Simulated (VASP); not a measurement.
Here is a VASP 6.6.1 calculation.

File INCAR:

```
PREC = Accurate ; ENCUT = 520
EDIFF = 1E-8 ; ISMEAR = -1
SIGMA = 0.08 ; LREAL = False
LASPH = True ; NELM = 100
ALGO = Normal ; ISIF = 2
LWAVE = False ; LCHARG = False
GGA = PE ; LEFG = True
NBANDS = 14
```

The input KPOINTS:

```
Automatic mesh
0
Gamma
  19 19 10
```

POSCAR

```
F
1.0
    2.9034933393      0.0000000000      0.0000000000
   -1.4517466697      2.5144989916      0.0000000000
    0.0000000000      0.0000000000      2.9206669336
F
2
Direct
    0.3333333333      0.6666666667      0.2500000000
    0.6666666667      0.3333333333      0.7500000000
```

Potentials or basis: VASP PAW PBE potentials, release 64 (F).

The run is started by

```sh
$ cat potpaw_PBE.64/F/POTCAR > POTCAR
$ mpirun -np 1 vasp_std > vasp.out
```

(1) Estimate the pressure.

(2) Predict the band gap on the k mesh.

Answers

(1) -0.7 GPa.

(2) zero (bands 7 and 8 overlap by 1.51 eV).

Caveat: the atoms stand far beyond bonding distance, and open shells without spin polarisation read as a metal; without QUAD_EFG the Cq values of the log hold for a quadrupole moment of 1 mb, not for the nuclei.
